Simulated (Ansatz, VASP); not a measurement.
## SiO2 in VASP and in Ansatz

```
Si O
1.0
    -4.46962    4.46962    4.46962
     4.46962   -4.46962    4.46962
     4.46962    4.46962   -4.46962
Si O
6 12
Direct
  0.50000 0.25000 0.75000
  0.50000 0.75000 0.25000
  0.25000 0.75000 0.50000
  0.75000 0.25000 0.50000
  0.25000 0.50000 0.75000
  0.75000 0.50000 0.25000
  0.35252 0.00000 0.64748
  0.64748 0.64748 0.29495
  0.35252 0.64748 0.00000
  0.35252 0.70505 0.35252
  0.64748 0.29495 0.64748
  0.00000 0.35252 0.64748
  0.70505 0.35252 0.35252
  0.64748 0.35252 0.00000
  0.00000 0.64748 0.35252
  0.29495 0.64748 0.64748
  0.35252 0.35252 0.70505
  0.64748 0.00000 0.35252
```

Alike in both runs: task electric field gradients; functional r2SCAN; k mesh 4 × 4 × 4; occupations fermi-dirac, width 0.02 eV; no spin polarisation.

|  | VASP | Ansatz |
| --- | --- | --- |
| version | VASP 6.6.1 | Ansatz 0.2.0 |
| potentials or method | VASP PAW PBE potentials, release 64 (Si, O) | plane-wave PAW, scalar-relativistic |
| plane-wave cutoff (eV) | 520 | 500 |
| valence electrons in the cell | 96 | 96 |

|  | VASP | Ansatz | Ansatz less VASP |
| --- | --- | --- | --- |
| gap on the k mesh at the Fermi level (eV) | 6.24 | 6.25 | +0.008 |
| pressure (GPa) | 0.2 | -0.1 | -0.31 |
| rms of the force components (eV/Å) | 0.008 | 0.007 | -0.0007 |
| size of Vzz on the site where it differs most (V/Å²) | 92.1 | 101.6 | +9.50 |

VASP's potentials were made for PBE, not for r2SCAN. Atom by atom the forces differ by 0.001 eV/Å (rms over components). Ansatz's warnings: xc potential rough in thin density.
